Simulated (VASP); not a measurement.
Input of a VASP 6.6.1 run:

Contents of INCAR:

```
SYSTEM = As
PREC     = Accurate       ! precision mode
ENCUT    = 520            ! plane-wave cutoff, eV
EDIFF    = 1E-6           ! SCF threshold, eV
ISMEAR   = 0              ! smearing method
SIGMA    = 0.1            ! smearing width, eV
LREAL    = .FALSE.        ! projectors in reciprocal space
LASPH    = .TRUE.         ! aspherical terms in the spheres
NELM     = 100            ! most SCF steps
ALGO     = Normal         ! electronic algorithm
ISIF     = 2              ! what is computed and relaxed
LWAVE    = .FALSE.        ! write WAVECAR
LCHARG   = .FALSE.        ! write CHGCAR
GGA      = PS             ! functional
NBANDS   = 30             ! bands
```

The input KPOINTS:

```
Automatic mesh
0
G
  8 8 8
  0 0 0
```

The input POSCAR:

```
As
1.0
    5.3085197160      0.0000000000      0.0000000000
    0.0000000000      5.3085197160      0.0000000000
    0.0000000000      0.0000000000      5.3085197160
As
8
Direct
    0.5000000000      0.5000000000      0.5000000000
    0.0000000000      0.0000000000      0.0000000000
    0.2500000000      0.0000000000      0.5000000000
    0.5000000000      0.2500000000      0.0000000000
    0.5000000000      0.7500000000      0.0000000000
    0.7500000000      0.0000000000      0.5000000000
    0.0000000000      0.5000000000      0.7500000000
    0.0000000000      0.5000000000      0.2500000000
```

Potentials or basis: VASP PAW PBE potentials, release 64 (As).

Command:

```console
$ cat potpaw_PBE.64/As/POTCAR > POTCAR
$ mpirun -np 1 vasp_std > vasp.out
```

Question: What does it give for the pressure?

Answer: 0.2 GPa.

Question: Estimate the band gap on the k mesh.

Answer: Zero (band 20 reaches 6.99 eV, above the bottom of band 21 at 6.01 eV).

Caveat: the PAW data sets were made with another functional, which shifts forces and pressure a little.
